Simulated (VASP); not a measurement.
# Co2HgSe2 (I4/mmm) in VASP: notebook

Aim: see how the results for Co2HgSe2 move with the level of theory and the settings. Levels: PBE, PBE+U. Tasks: single point.

All numbers are computed with VASP 6.6.1; they aren't measurements. Logs are shortened: lines on timing, memory, paths and dates and some standing lists are left out, and cuts for length are marked.

**1. The cell of the first run**

It takes space group I4/mmm (No. 139, tetragonal). The conventional cell has a = 3.636 Å, b = 3.636 Å, c = 17.621 Å, α = 90.00°, β = 90.00°, γ = 90.00°. Hg (site symmetry 4/mmm) has 4 Hg at 3.64 Å and 8 Se at 3.93 Å and 8 Co at 4.77 Å within 4.8 Å. Within 3.1 Å of Se (site symmetry 4mm) lie 4 Co at 2.31 Å. Co (site symmetry -4m2) has 4 Se at 2.31 Å and 4 Co at 2.57 Å within 3.1 Å.

**2. Single point, PBE**

Input file INCAR:

```
SYSTEM = Co2HgSe2
PREC = Accurate
ENCUT = 520
EDIFF = 1E-7
ISMEAR = -1
SIGMA = 0.0167
LREAL = .False.
LASPH = .True.
NELM = 100
ALGO = Normal
ISIF = 2
LWAVE = .False.
LCHARG = .False.
GGA = PE
NBANDS = 29
```

Input file KPOINTS:

```
Automatic mesh
0
Gamma
  5 5 5
  0 0 0
```

Input file POSCAR:

```
Co2HgSe2
1.0
    0.0000000000      3.6361827340     -0.0000001384
    3.6361827340      0.0000000000     -0.0000001384
    1.8180910316      1.8180910316     -8.8102717253
Hg Se Co
1 2 2
Direct
    0.0000000000      0.0000000000      0.0000000000
    0.3310764071      0.3310764071      0.3378471859
    0.6689235929      0.6689235929      0.6621528141
    0.7500000000      0.2500000000      0.5000000000
    0.2500000000      0.7500000000      0.5000000000
```

Potentials or basis: VASP PAW PBE potentials, release 64 (Hg, Se, Co).

Command:

```bash
> cat potpaw_PBE.64/Hg/POTCAR potpaw_PBE.64/Se/POTCAR potpaw_PBE.64/Co/POTCAR > POTCAR
> mpirun -np 1 vasp_std > vasp.out
```

OUTCAR:

```text
SYSTEM = Co2HgSe2
   PREC = Accurate
   ENCUT = 520
   EDIFF = 1E-7
   ISMEAR = -1
   LREAL = .False.
   LASPH = .True.
   NELM = 100
   ISIF = 2
   GGA = PE

 ion  position               nearest neighbor table
   1  0.000  0.000  0.000-
   2  0.331  0.331  0.338-   4 2.31   5 2.31   5 2.31   4 2.31
   3  0.669  0.669  0.662-   4 2.31   5 2.31   5 2.31   4 2.31
   4  0.750  0.250  0.500-   2 2.31   3 2.31   2 2.31   3 2.31   5 2.57   5 2.57   5 2.57   5 2.57

   5  0.250  0.750  0.500-   2 2.31   3 2.31   2 2.31   3 2.31   4 2.57   4 2.57   4 2.57   4 2.57

  LATTYP: Found a body centered tetragonal cell.
 ALAT       =     3.6361827340
 C/A-ratio  =     4.8458904469

  Lattice vectors:

 A1 = (  -1.8180910316,   1.8180917024,   8.8102715869)
 A2 = (   1.8180917024,  -1.8180910316,   8.8102715869)
 A3 = (   1.8180910316,   1.8180910316,  -8.8102717253)

Analysis of symmetry for initial positions (statically):
=====================================================================
 Subroutine PRICEL returns:
 Original cell was already a primitive cell.

 Routine SETGRP: Setting up the symmetry group for a
 body centered tetragonal supercell.

 Subroutine GETGRP returns: Found 16 space group operations
 (whereof 16 operations were pure point group operations)
 out of a pool of 16 trial point group operations.

The static configuration has the point symmetry D_4h.

Analysis of symmetry for dynamics (positions and initial velocities):
=====================================================================
 Subroutine PRICEL returns:
 Original cell was already a primitive cell.

 Routine SETGRP: Setting up the symmetry group for a
 body centered tetragonal supercell.

 Subroutine GETGRP returns: Found 16 space group operations
 (whereof 16 operations were pure point group operations)
 out of a pool of 16 trial point group operations.

The dynamic configuration has the point symmetry D_4h.

 Subroutine INISYM returns: Found 16 space group operations
 (whereof 16 operations are pure point group operations),
 and found     1 'primitive' translations

----------------------------------------------------------------------------------------

                                     Primitive cell

  volume of cell :     116.4879

  direct lattice vectors                    reciprocal lattice vectors
     0.000000000  3.636182734 -0.000000138     0.000000002  0.275013684  0.056751929
     3.636182734  0.000000000 -0.000000138     0.275013684  0.000000002  0.056751929
     1.818091032  1.818091032 -8.810271725    -0.000000004 -0.000000004 -0.113503879

  length of vectors
     3.636182734  3.636182734  9.177788289     0.280808311  0.280808311  0.113503879

  position of ions in fractional coordinates (direct lattice)
     0.000000000  0.000000000  0.000000000
     0.331076407  0.331076407  0.337847186
     0.668923593  0.668923593  0.662152814
     0.750000000  0.250000000  0.500000000
     0.250000000  0.750000000  0.500000000

  ion indices of the primitive-cell ions
   primitive index   ion index
                 1           1
                 2           2
                 3           3
                 4           4
                 5           5

----------------------------------------------------------------------------------------

 KPOINTS: Automatic mesh

Automatic generation of k-mesh.
 Grid dimensions read from file:
 generate k-points for:    5    5    5

 Generating k-lattice:

  Cartesian coordinates                     Fractional coordinates (reciprocal lattice)
     0.000000000  0.055002737  0.011350386     0.200000000  0.000000000  0.000000000
     0.055002737  0.000000000  0.011350386     0.000000000  0.200000000  0.000000000
    -0.000000001 -0.000000001 -0.022700776     0.000000000  0.000000000  0.200000000

  Length of vectors
     0.056161662  0.056161662  0.022700776

  Shift w.r.t. Gamma in fractional coordinates (k-lattice)
     0.000000000  0.000000000  0.000000000

 Subroutine IBZKPT returns following result:
 ===========================================

 Found     18 irreducible k-points:

 Following reciprocal coordinates:
            Coordinates               Weight
  0.000000  0.000000  0.000000      1.000000
  0.200000 -0.000000  0.000000      8.000000
  0.400000 -0.000000  0.000000      8.000000
  0.200000  0.200000  0.000000      8.000000
  0.400000  0.200000 -0.000000     16.000000
 -0.400000  0.200000 -0.000000     16.000000
[... 10 lines left out ...]
  0.000000  0.000000  0.400000      2.000000
 -0.200000 -0.000000  0.400000      4.000000
   k-points           NKPTS =     18   k-points in BZ     NKDIM =     18   number of bands    NBANDS=     29
   number of dos      NEDOS =    301   number of ions     NIONS =      5
   total plane-waves  NPLWV =  54880
   dimension x,y,z NGX =    28 NGY =   28 NGZ =   70
   dimension x,y,z NGXF=    56 NGYF=   56 NGZF=  140
   ions per type =               1   2   2
   NGX,Y,Z   is equivalent  to a cutoff of  12.80, 12.80, 12.68 a.u.
   NGXF,Y,Z  is equivalent  to a cutoff of  25.60, 25.60, 25.36 a.u.
 SYSTEM =  Co2HgSe2
   PREC   = accura    normal or accurate (medium, high low for compatibility)
   ISTART =      0    job   : 0-new  1-cont  2-samecut
   ICHARG =      2    charge: 1-file 2-atom 10-const
   ISPIN  =      1    spin polarized calculation?
   LNONCOLLINEAR =      F non collinear calculations
   LSORBIT =      F    spin-orbit coupling
   LASPH  =      T    aspherical Exc in radial PAW
   ENCUT  =  520.0 eV  38.22 Ry    6.18 a.u.   6.76  6.76 17.06*2*pi/ulx,y,z
   NELM   =    100;   NELMIN=  2; NELMDL= -5     # of ELM steps
   EDIFF  = 0.1E-06   stopping-criterion for ELM
   LREAL  =      F    real-space projection
   EDIFFG = 0.1E-05   stopping-criterion for IOM
   NSW    =      0    number of steps for IOM
   IBRION =     -1    ionic relax: 0-MD 1-quasi-New 2-CG
   NFREE  =      0    steps in history (QN), initial steepest desc. (CG)
   ISIF   =      2    stress and relaxation
   ISYM   =      2    0-nonsym 1-usesym 2-fastsym
   POTIM  = 0.5000    time-step for ionic-motion
   TEBEG  =    0.0;   TEEND  =   0.0 temperature during run
   PSTRESS=    0.0 pullay stress
   NELECT =      42.0000    total number of electrons
   NUPDOWN=      -1.0000    fix difference up-down
   EMIN   =  10.00;   EMAX   =-10.00  energy-range for DOS
   EFERMI =   0.00;   METHOD = LEGACY
   ISMEAR =    -1;   SIGMA  =   0.02  broadening in eV -4-tet -1-fermi 0-gaus
   EFERMI_NEDOS =   21; number of points for ismear=-14 and -15
   IALGO  =     38    algorithm
   IMIX   =      4    mixing-type and parameters
     AMIX     =   0.40;   BMIX     =  1.00
     AMIX_MAG =   1.60;   BMIX_MAG =  1.00
  volume/ion in A,a.u.               =      23.30       157.22
  Fermi-wavevector in a.u.,A,eV,Ry     =   1.165193  2.201895 18.472272  1.357674
  Thomas-Fermi vector in A             =   2.301721
   LORBIT       =      0    0 simple, 1 ext, 2 COOP (PROOUT), +10 PAW based schemes
   GGA     = PE    functional components
   LHFCALC =     F    Hartree Fock is set to
   AEXX    =    0.0000 exact exchange contribution
   IVDW    =     0    specifies the selected vdW correction
   LEPSILON=     F    determine dielectric tensor
   LRPA    =     F    only Hartree local field effects (RPA)
 non-spin polarized calculation
  energy-cutoff  :      520.00
  volume of cell :      116.49
 maximum number of plane-waves:      3156
   NGX = 13   NGY = 13   NGZ = 35

 number of electron      41.9999999 magnetization

 Free energy of the ion-electron system (eV)
  ---------------------------------------------------
  ext. energy  EPLUGINS =         0.00000000
  ---------------------------------------------------
  free energy    TOTEN  =       -22.30896572 eV

  energy without entropy =      -22.30778496  energy(sigma->0) =      -22.30837534

 E-fermi :   3.2701     XC(G=0):  -9.3715

 val. band max:        3.1867023446   @ k =  -0.4000   0.2000  -0.0000
 cond. band min:       3.2748578195   @ k =   0.0000   0.0000   0.2000
 fundamental gap:      0.0881554750
 Fermi energy:         3.2701291427

 k-point     1 :       0.0000    0.0000    0.0000
  band No.  band energies     occupation
      1     -11.6040      2.00000
      2     -10.6822      2.00000
      3      -2.9122      2.00000
      4      -2.8111      2.00000
      5      -2.6490      2.00000
      6      -2.3235      2.00000
[... 21 lines left out ...]
     28       9.2792      0.00000
     29       9.4390      0.00000

 k-point     2 :       0.2000   -0.0000    0.0000
  band No.  band energies     occupation
      1     -11.3831      2.00000
      2     -10.6113      2.00000
      3      -2.7504      2.00000
      4      -2.5762      2.00000
      5      -2.5331      2.00000
      6      -2.4254      2.00000
[... 21 lines left out ...]
     28       8.9087      0.00000
     29      10.3048      0.00000

 k-point     3 :       0.4000   -0.0000    0.0000
  band No.  band energies     occupation
      1     -10.8957      2.00000
      2     -10.5810      2.00000
      3      -2.7285      2.00000
      4      -2.6991      2.00000
      5      -2.5329      2.00000
      6      -2.4949      2.00000
[... 21 lines left out ...]
     28       9.3285      0.00000
     29      10.1505      0.00000

 k-point     4 :       0.2000    0.2000    0.0000
  band No.  band energies     occupation
      1     -11.1754      2.00000
      2     -10.5307      2.00000
      3      -2.5758      2.00000
      4      -2.5213      2.00000
      5      -2.4886      2.00000
      6      -2.4064      2.00000
[... 405 lines left out ...]
     28       9.5490      0.00000
     29       9.7400      0.00000

 k-point    17 :       0.0000    0.0000    0.4000
  band No.  band energies     occupation
      1     -11.6012      2.00000
      2     -10.6870      2.00000
      3      -2.8112      2.00000
      4      -2.6960      2.00000
      5      -2.6472      2.00000
      6      -2.3251      2.00000
[... 21 lines left out ...]
     28       9.2975      0.00000
     29       9.4327      0.00000

 k-point    18 :      -0.2000   -0.0000    0.4000
  band No.  band energies     occupation
      1     -11.3809      2.00000
      2     -10.6146      2.00000
      3      -2.7465      2.00000
      4      -2.6105      2.00000
      5      -2.5380      2.00000
      6      -2.3150      2.00000
[... 21 lines left out ...]
     28       9.2192      0.00000
     29       9.8325      0.00000

------------------------ aborting loop because EDIFF is reached ----------------------------------------

  FORCE on cell =-STRESS in cart. coord.  units (eV):
  Direction    XX          YY          ZZ          XY          YZ          ZX
  --------------------------------------------------------------------------------------
  -------------------------------------------------------------------------------------
  Total        0.0426601      0.0426601      0.0534507      0.0000000      0.0000000      0.0000000
  in kB        0.5867482      0.5867482      0.7351619      0.0000000      0.0000000      0.0000000
  external PRESSURE =       0.6362194 kB  Pullay stress =       0.0000000 kB

 VOLUME and BASIS-vectors are now :
 -----------------------------------------------------------------------------
  energy-cutoff  :      520.00
  volume of cell :      116.49
      direct lattice vectors                 reciprocal lattice vectors
     0.000000000  3.636182734 -0.000000138     0.000000002  0.275013684  0.056751929
     3.636182734  0.000000000 -0.000000138     0.275013684  0.000000002  0.056751929
     1.818091032  1.818091032 -8.810271725    -0.000000004 -0.000000004 -0.113503879

 POSITION                                       TOTAL-FORCE (eV/Angst)
 -----------------------------------------------------------------------------------
      0.00000      0.00000      0.00000        -0.000000      0.000000      0.000000
      1.81809      1.81809     -2.97653         0.000000      0.000000      0.021209
      3.63618      3.63618     -5.83375        -0.000000     -0.000000     -0.021209
      1.81809      3.63618     -4.40514         0.000000     -0.000000     -0.000000
      3.63618      1.81809     -4.40514         0.000000     -0.000000      0.000000
 -----------------------------------------------------------------------------------
    total drift:                                0.000000      0.000000     -0.000000

  FREE ENERGIE OF THE ION-ELECTRON SYSTEM (eV)
  ---------------------------------------------------
  free  energy   TOTEN  =       -22.3089657177 eV

  energy  without entropy=      -22.3077849643  energy(sigma->0) =      -22.30837534
```

Wall time 35 s (1 thread of Intel Xeon 6975P-C (Granite Rapids), shared host); peak memory 0.25 GiB.

Results:

```yaml
Free_energy: -22.3090 eV
Pressure: 0.1 GPa
Largest_force: 0.021 eV/Å
Band_gap_on_the_k_mesh: zero (bands 21 and 22 overlap by 1.12 eV)
```

Forces on the atoms (eV/Å):
```
Hg   0.000  0.000  0.000
Se   0.000  0.000  0.021
Se   0.000  0.000 -0.021
Co   0.000  0.000  0.000
Co   0.000  0.000  0.000
```

Caveat: spin-orbit coupling is left out, which moves the levels of the heavy elements; the run has no spin polarisation, though such a crystal can be magnetic.

[end of part 1 of 2]

The gap in the log of VASP goes by the Fermi energy; the results here count the filled bands.